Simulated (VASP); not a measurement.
CdTe, 2 atoms in the cell. Symmetry: I-4m2, No. 119, tetragonal system. The conventional cell has a = 4.639 Å, b = 4.639 Å, c = 6.626 Å, α = 90.00°, β = 90.00°, γ = 90.00°. Within 3.8 Å of Cd (site symmetry -4m2) lie 4 Te at 2.85 Å. Te (site symmetry -4m2) has 4 Cd at 2.85 Å within 3.8 Å.  This cell differs from its parent crystal: uniaxial z strain +1.0%.

| Property | Result |
| --- | --- |
| Program | VASP 6.6.1 |
| Task | single point |
| Functional | PBE |
| Potentials or basis | VASP PAW PBE potentials, release 64 (Cd, Te) |
| Cutoff | 520 eV |
| k mesh | 4 × 4 × 4 |
| Occupations | gaussian, width 0.01 eV |
| Spin | no spin polarisation |
| Dipole correction | no |
| Further INCAR settings | ALGO = Normal; EDIFF = 1e-07; NBANDS = 16 |

Potentials or basis: VASP PAW PBE potentials, release 64 (Cd, Te).

The run is started by

```console
$ cat potpaw_PBE.64/Cd/POTCAR potpaw_PBE.64/Te/POTCAR > POTCAR
$ mpirun -np 1 vasp_std > vasp.out
```

Hardware: 1 thread of Intel(R) Xeon(R) 6975P-C (Granite Rapids), on a shared host.

Task: Estimate the wall time of this run.

Result: Wall time 11 s on 1 thread of Intel(R) Xeon(R) 6975P-C (Granite Rapids) (shared host), peak memory 0.2 GiB. Counts: scf iterations 15, k points 13.
